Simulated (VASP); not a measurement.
# TaS2 (P-3m1) in VASP: notebook

TaS2 is run at these levels: PBE; tasks: single point.

All numbers are computed with VASP 6.6.1; they aren't measurements. Logs are shortened: lines on timing, memory, paths and dates and some standing lists are left out, and cuts for length are marked.

## 1. The cell of the first run

Symmetry: P-3m1, No. 164, trigonal system. The conventional cell has a = 3.383 Å, b = 3.383 Å, c = 6.168 Å, α = 90.00°, β = 90.00°, γ = 120.00°. Ta (site symmetry -3m) has 6 S at 2.47 Å within 3.3 Å. S (site symmetry 3m) has 3 Ta at 2.47 Å within 3.3 Å.

## 2. Single point, PBE

INCAR reads:

```
SYSTEM = TaS2
  PREC = Accurate
  ENCUT = 500
  EDIFF = 1E-6
  ISMEAR = 0
  SIGMA = 0.1
  LREAL = .FALSE.
  LASPH = .TRUE.
  NELM = 120
  ALGO = Normal
  ISIF = 2
  LWAVE = .FALSE.
  LCHARG = .FALSE.
  GGA = PE
  NBANDS = 18
  ISYM = 0
  GGA_COMPAT = .FALSE.
```

KPOINTS reads:

```
Automatic mesh
0
Gamma
  3 3 1
  0.5 0.5 0
```

POSCAR reads:

```
TaS2
1.0
    3.3828573416      0.0000000000      0.0000000000
   -1.6914286708      2.9296403952      0.0000000000
    0.0000000000      0.0000000000      6.1679785700
Ta S
1 2
Direct
    0.0000000000      0.0000000000      0.0000000000
    0.6666666667      0.3333333333      0.7542821200
    0.3333333333      0.6666666667      0.2457178800
```

Potentials or basis: VASP PAW PBE potentials, release 64 (Ta_pv, S).

Run with:

```bash
cat potpaw_PBE.64/Ta_pv/POTCAR potpaw_PBE.64/S/POTCAR > POTCAR
mpirun -np 1 vasp_std > vasp.out
```

OUTCAR:

```text
SYSTEM = TaS2
   PREC = Accurate
   ENCUT = 500
   EDIFF = 1E-6
   ISMEAR = 0
   LREAL = .FALSE.
   LASPH = .TRUE.
   NELM = 120
   ISIF = 2
   GGA = PE
   ISYM = 0

 ion  position               nearest neighbor table
   1  0.000  0.000  0.000-   2 2.47   3 2.47   3 2.47   2 2.47   2 2.47   3 2.47
   2  0.667  0.333  0.754-   1 2.47   1 2.47   1 2.47
   3  0.333  0.667  0.246-   1 2.47   1 2.47   1 2.47

IMPORTANT INFORMATION: All symmetrisations will be switched off!
NOSYMM: (Re-)initialisation of all symmetry stuff for point group C_1.

----------------------------------------------------------------------------------------

                                     Primitive cell

  volume of cell :      61.1281

  direct lattice vectors                    reciprocal lattice vectors
     3.382857342  0.000000000  0.000000000     0.295608091  0.170669411  0.000000000
    -1.691428671  2.929640395  0.000000000     0.000000000  0.341338822  0.000000000
     0.000000000  0.000000000  6.167978570     0.000000000  0.000000000  0.162127671

  length of vectors
     3.382857342  3.382857342  6.167978570     0.341338822  0.341338822  0.162127671

  position of ions in fractional coordinates (direct lattice)
     0.000000000  0.000000000  0.000000000
     0.666666667  0.333333333  0.754282120
     0.333333333  0.666666667  0.245717880

  ion indices of the primitive-cell ions
   primitive index   ion index
                 1           1
                 2           2
                 3           3

----------------------------------------------------------------------------------------

 KPOINTS: Automatic mesh

Automatic generation of k-mesh.
 Grid dimensions read from file:
 generate k-points for:    3    3    1

 Generating k-lattice:

  Cartesian coordinates                     Fractional coordinates (reciprocal lattice)
     0.098536030  0.056889804  0.000000000     0.333333333  0.000000000  0.000000000
     0.000000000  0.113779607  0.000000000     0.000000000  0.333333333  0.000000000
     0.000000000  0.000000000  0.162127671     0.000000000  0.000000000  1.000000000

  Length of vectors
     0.113779607  0.113779607  0.162127671

  Shift w.r.t. Gamma in fractional coordinates (k-lattice)
     0.500000000  0.500000000  0.000000000

 Subroutine IBZKPT returns following result:
 ===========================================

 Found     15 irreducible k-points:

 Following reciprocal coordinates:
            Coordinates               Weight
  0.166667  0.166667  0.000000      2.000000
 -0.166667  0.333333  0.000000      2.000000
 -0.333333  0.166667  0.000000      2.000000
  0.500000  0.166667  0.000000      2.000000
 -0.166667 -0.333333  0.000000      2.000000
  0.333333  0.500000  0.000000      2.000000
  0.500000 -0.333333  0.000000      2.000000
  0.166667  0.500000  0.000000      2.000000
 -0.333333 -0.166667  0.000000      2.000000
 -0.166667  0.166667  0.000000      2.000000
 -0.166667  0.000000  0.000000      2.000000
  0.000000 -0.166667  0.000000      2.000000
  0.500000  0.500000  0.000000      1.000000
  0.500000  0.000000  0.000000      1.000000
  0.000000  0.500000  0.000000      1.000000
   k-points           NKPTS =     15   k-points in BZ     NKDIM =     15   number of bands    NBANDS=     18
   number of dos      NEDOS =    301   number of ions     NIONS =      3
   total plane-waves  NPLWV =  37632
   dimension x,y,z NGX =    28 NGY =   28 NGZ =   48
   dimension x,y,z NGXF=    56 NGYF=   56 NGZF=   96
   ions per type =               1   2
   NGX,Y,Z   is equivalent  to a cutoff of  13.76, 13.76, 12.94 a.u.
   NGXF,Y,Z  is equivalent  to a cutoff of  27.52, 27.52, 25.87 a.u.
 SYSTEM =  TaS2
   PREC   = accura    normal or accurate (medium, high low for compatibility)
   ISTART =      0    job   : 0-new  1-cont  2-samecut
   ICHARG =      2    charge: 1-file 2-atom 10-const
   ISPIN  =      1    spin polarized calculation?
   LNONCOLLINEAR =      F non collinear calculations
   LSORBIT =      F    spin-orbit coupling
   LASPH  =      T    aspherical Exc in radial PAW
   ENCUT  =  500.0 eV  36.75 Ry    6.06 a.u.   6.17  6.17 11.25*2*pi/ulx,y,z
   NELM   =    120;   NELMIN=  2; NELMDL= -5     # of ELM steps
   EDIFF  = 0.1E-05   stopping-criterion for ELM
   LREAL  =      F    real-space projection
   EDIFFG = 0.1E-04   stopping-criterion for IOM
   NSW    =      0    number of steps for IOM
   IBRION =     -1    ionic relax: 0-MD 1-quasi-New 2-CG
   NFREE  =      0    steps in history (QN), initial steepest desc. (CG)
   ISIF   =      2    stress and relaxation
   ISYM   =      0    0-nonsym 1-usesym 2-fastsym
   POTIM  = 0.5000    time-step for ionic-motion
   TEBEG  =    0.0;   TEEND  =   0.0 temperature during run
   PSTRESS=    0.0 pullay stress
   NELECT =      23.0000    total number of electrons
   NUPDOWN=      -1.0000    fix difference up-down
   EMIN   =  10.00;   EMAX   =-10.00  energy-range for DOS
   EFERMI =   0.00;   METHOD = LEGACY
   ISMEAR =     0;   SIGMA  =   0.10  broadening in eV -4-tet -1-fermi 0-gaus
   EFERMI_NEDOS =   21; number of points for ismear=-14 and -15
   IALGO  =     38    algorithm
   IMIX   =      4    mixing-type and parameters
     AMIX     =   0.40;   BMIX     =  1.00
     AMIX_MAG =   1.60;   BMIX_MAG =  1.00
  volume/ion in A,a.u.               =      20.38       137.50
  Fermi-wavevector in a.u.,A,eV,Ry     =   1.181872  2.233414 19.004913  1.396822
  Thomas-Fermi vector in A             =   2.318137
   LORBIT       =      0    0 simple, 1 ext, 2 COOP (PROOUT), +10 PAW based schemes
   GGA     = PE    functional components
   LHFCALC =     F    Hartree Fock is set to
   AEXX    =    0.0000 exact exchange contribution
   IVDW    =     0    specifies the selected vdW correction
   LEPSILON=     F    determine dielectric tensor
   LRPA    =     F    only Hartree local field effects (RPA)
 non-spin polarized calculation
 Gauss-broadening in eV      SIGMA  =   0.10
  energy-cutoff  :      500.00
  volume of cell :       61.13
 maximum number of plane-waves:      1560
 NGX is ok and might be reduce to    28
   NGX = 13   NGY = 13   NGZ = 23

 number of electron      23.0000002 magnetization

 Free energy of the ion-electron system (eV)
  ---------------------------------------------------
  ext. energy  EPLUGINS =         0.00000000
  ---------------------------------------------------
  free energy    TOTEN  =       -23.03295289 eV

  energy without entropy =      -23.01567237  energy(sigma->0) =      -23.02431263

 E-fermi :   5.2163     XC(G=0): -10.1360

 val. band max:        5.1865722660   @ k =   0.1667   0.1667   0.0000
 cond. band min:       5.3372701222   @ k =   0.3333   0.5000   0.0000
 fundamental gap:      0.1506978562
 Fermi energy:         5.2162960457

 k-point     1 :       0.1667    0.1667    0.0000
  band No.  band energies     occupation
      1     -30.4442      2.00000
      2     -30.3432      2.00000
      3     -30.2225      2.00000
      4      -8.8312      2.00000
      5      -8.0836      2.00000
      6      -0.3971      2.00000
[... 10 lines left out ...]
     17      12.2919      0.00000
     18      12.7666      0.00000

 k-point     2 :      -0.1667    0.3333    0.0000
  band No.  band energies     occupation
      1     -30.4442      2.00000
      2     -30.3432      2.00000
      3     -30.2225      2.00000
      4      -8.8312      2.00000
      5      -8.0836      2.00000
      6      -0.3971      2.00000
[... 10 lines left out ...]
     17      12.2919      0.00000
     18      12.7666      0.00000

 k-point     3 :      -0.3333    0.1667    0.0000
  band No.  band energies     occupation
      1     -30.4442      2.00000
      2     -30.3432      2.00000
      3     -30.2225      2.00000
      4      -8.8312      2.00000
      5      -8.0836      2.00000
      6      -0.3971      2.00000
[... 10 lines left out ...]
     17      12.2919      0.00000
     18      12.7666      0.00000

 k-point     4 :       0.5000    0.1667    0.0000
  band No.  band energies     occupation
      1     -30.5195      2.00000
      2     -30.3874      2.00000
      3     -30.2035      2.00000
      4      -8.1843      2.00000
      5      -7.8855      2.00000
      6      -1.1527      2.00000
[... 10 lines left out ...]
     17      11.3463      0.00000
     18      12.0996      0.00000

 k-point     5 :      -0.1667   -0.3333    0.0000
  band No.  band energies     occupation
      1     -30.5195      2.00000
      2     -30.3874      2.00000
      3     -30.2035      2.00000
      4      -8.1843      2.00000
      5      -7.8855      2.00000
      6      -1.1527      2.00000
[... 10 lines left out ...]
     17      11.3463      0.00000
     18      12.0996      0.00000

 k-point     6 :       0.3333    0.5000    0.0000
  band No.  band energies     occupation
      1     -30.5195      2.00000
      2     -30.3874      2.00000
      3     -30.2035      2.00000
      4      -8.1843      2.00000
      5      -7.8855      2.00000
      6      -1.1527      2.00000
[... 118 lines left out ...]
 k-point    12 :       0.0000   -0.1667    0.0000
  band No.  band energies     occupation
      1     -30.3586      2.00000
      2     -30.3074      2.00000
      3     -30.2416      2.00000
      4      -9.4844      2.00000
      5      -8.1162      2.00000
      6      -1.2214      2.00000
[... 10 lines left out ...]
     17      11.3803      0.00000
     18      11.8440      0.00000

 k-point    13 :       0.5000    0.5000    0.0000
  band No.  band energies     occupation
      1     -30.5528      2.00000
      2     -30.3531      2.00000
      3     -30.2034      2.00000
      4      -8.3175      2.00000
      5      -7.7265      2.00000
      6      -1.7622      2.00000
[... 10 lines left out ...]
     17      10.3918      0.00000
     18      11.7926      0.00000

 k-point    14 :       0.5000    0.0000    0.0000
  band No.  band energies     occupation
      1     -30.5528      2.00000
      2     -30.3531      2.00000
      3     -30.2034      2.00000
      4      -8.3175      2.00000
      5      -7.7265      2.00000
      6      -1.7622      2.00000
[... 10 lines left out ...]
     17      10.3918      0.00000
     18      11.7926      0.00000

 k-point    15 :       0.0000    0.5000    0.0000
  band No.  band energies     occupation
      1     -30.5528      2.00000
      2     -30.3531      2.00000
      3     -30.2034      2.00000
      4      -8.3175      2.00000
      5      -7.7265      2.00000
      6      -1.7622      2.00000
[... 10 lines left out ...]
     17      10.3918      0.00000
     18      11.7926      0.00000

------------------------ aborting loop because EDIFF is reached ----------------------------------------

  FORCE on cell =-STRESS in cart. coord.  units (eV):
  Direction    XX          YY          ZZ          XY          YZ          ZX
  --------------------------------------------------------------------------------------
  -------------------------------------------------------------------------------------
  Total        0.6859957      0.6860042      0.1468661     -0.0000044      0.0000014      0.0000022
  in kB       17.9800606     17.9802822      3.8493857     -0.0001159      0.0000372      0.0000582
  external PRESSURE =      13.2699095 kB  Pullay stress =       0.0000000 kB

 VOLUME and BASIS-vectors are now :
 -----------------------------------------------------------------------------
  energy-cutoff  :      500.00
  volume of cell :       61.13
      direct lattice vectors                 reciprocal lattice vectors
     3.382857342  0.000000000  0.000000000     0.295608091  0.170669411  0.000000000
    -1.691428671  2.929640395  0.000000000     0.000000000  0.341338822  0.000000000
     0.000000000  0.000000000  6.167978570     0.000000000  0.000000000  0.162127671

 POSITION                                       TOTAL-FORCE (eV/Angst)
 -----------------------------------------------------------------------------------
      0.00000      0.00000      0.00000         0.000000     -0.000000     -0.000003
      1.69143      0.97655      4.65240        -0.000003     -0.000001     -0.286585
     -0.00000      1.95309      1.51558         0.000003      0.000001      0.286587
 -----------------------------------------------------------------------------------
    total drift:                               -0.000000     -0.000000     -0.000007

  FREE ENERGIE OF THE ION-ELECTRON SYSTEM (eV)
  ---------------------------------------------------
  free  energy   TOTEN  =       -23.0329528886 eV

  energy  without entropy=      -23.0156723659  energy(sigma->0) =      -23.02431263
```

It used 25 s of CPU time on 1 thread of AMD EPYC 7R13 Processor (Zen 3) (shared host).

Results:

| Property | Result |
| --- | --- |
| Free energy | -23.0330 eV |
| Pressure | 1.3 GPa |
| Largest force | 0.287 eV/Å |

Forces in eV/Å, atoms in the order of the input:
```
Ta   0.000  0.000  0.000
S    0.000  0.000 -0.287
S    0.000  0.000  0.287
```

Caveat: the k points lie up to 1.02 Å⁻¹ apart; spin-orbit coupling is left out, which moves the levels of the heavy elements; this functional lacks dispersion, which binds the layers, so the pressure and a relaxed spacing across them are unreliable.

(Part 1 of 2 ends here.)
